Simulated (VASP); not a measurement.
Input of a VASP 6.6.1 run:

File INCAR:

```
SYSTEM = Pb
PREC = Accurate
ENCUT = 520
EDIFF = 1E-6
ISMEAR = -1
SIGMA = 0.05
LREAL = .False.
LASPH = .True.
NELM = 100
ALGO = Normal
ISIF = 2
LWAVE = .False.
LCHARG = .False.
GGA = PE
NBANDS = 21
```

KPOINTS

```
regular mesh
0
Gamma
  8 8 8
  0 0 0
```

POSCAR

```
Pb
1.0
    0.0000000000      3.4274982972      3.4274982972
    3.4274982972      0.0000000000      3.4274982972
    3.4274982972      3.4274982972      0.0000000000
Pb
2
Direct
    0.0000000000      0.0000000000      0.0000000000
    0.2500000000      0.2500000000      0.2500000000
```

Potentials or basis: VASP PAW PBE potentials, release 64 (Pb_d).

Launch:

```console
$ cat potpaw_PBE.64/Pb_d/POTCAR > POTCAR
$ mpirun -np 1 vasp_std > vasp.out
```

Task: Estimate the band gap on the k mesh.

Result: Zero (band 14 reaches 4.84 eV, above the bottom of band 15 at 3.68 eV).

Task: Predict the pressure.

Result: 2.7 GPa.

Caveat: spin-orbit coupling is left out, which moves the levels of the heavy elements.
